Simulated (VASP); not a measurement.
Here is a VASP 6.6.1 calculation.

POSCAR

```
SiC
1.0
    3.0290670808      0.0000000000      0.0000000000
   -1.5145335404      2.6232490418      0.0000000000
    0.0000000000      0.0000000000      5.0481668544
Si C
2 2
Direct
    0.3333333333      0.6666666667      0.0046028828
    0.6666666667      0.3333333333      0.5046028828
    0.3333333333      0.6666666667      0.3803971172
    0.6666666667      0.3333333333      0.8803971172
```

Contents of INCAR.step1:

```
PREC = Accurate
ENCUT = 520
ISMEAR = 0
SIGMA = 0.05
LREAL = False
LASPH = True
NELM = 100
NBANDS = 16
GGA = PE
ALGO = Normal
EDIFF = 1E-4
LWAVE = True
LCHARG = False
```

INCAR.step2

```
PREC = Accurate
ENCUT = 520
EDIFF = 1E-7
ISMEAR = 0
SIGMA = 0.05
LREAL = False
LASPH = True
NELM = 100
ALGO = Normal
ISIF = 2
LWAVE = False
LCHARG = False
METAGGA = R2SCAN
LMIXTAU = True
NBANDS = 16
ISTART = 1
```

The input KPOINTS:

```
regular mesh
0
Gamma
  12 12 6
```

Potentials or basis: VASP PAW PBE potentials, release 64 (Si, C).

Run with:

```sh
$ cat potpaw_PBE.64/Si/POTCAR potpaw_PBE.64/C/POTCAR > POTCAR
$ cp INCAR.step1 INCAR
$ mpirun -np 1 vasp_std > vasp.out
$ cp INCAR.step2 INCAR
$ mpirun -np 1 vasp_std > vasp.out
```

Problem. Estimate the pressure.

Solution. 7.3 GPa.

Problem. Predict the band gap on the k mesh.

Solution. 2.55 eV, indirect (least direct gap 4.70 eV).

Problem. Estimate the largest force.

Solution. 0.156 eV/Å.

Stress tensor (GPa, compression positive):
```
10.48  0.00  0.00
 0.00 10.48  0.00
 0.00  0.00  0.83
```

Caveat: the cell differs from its parent crystal (strain -0.0150 x Voigt [1, 1, 0, 0, 0, 0]); the PAW data sets were made with another functional, which shifts forces and pressure a little. A k mesh can miss the band edges.
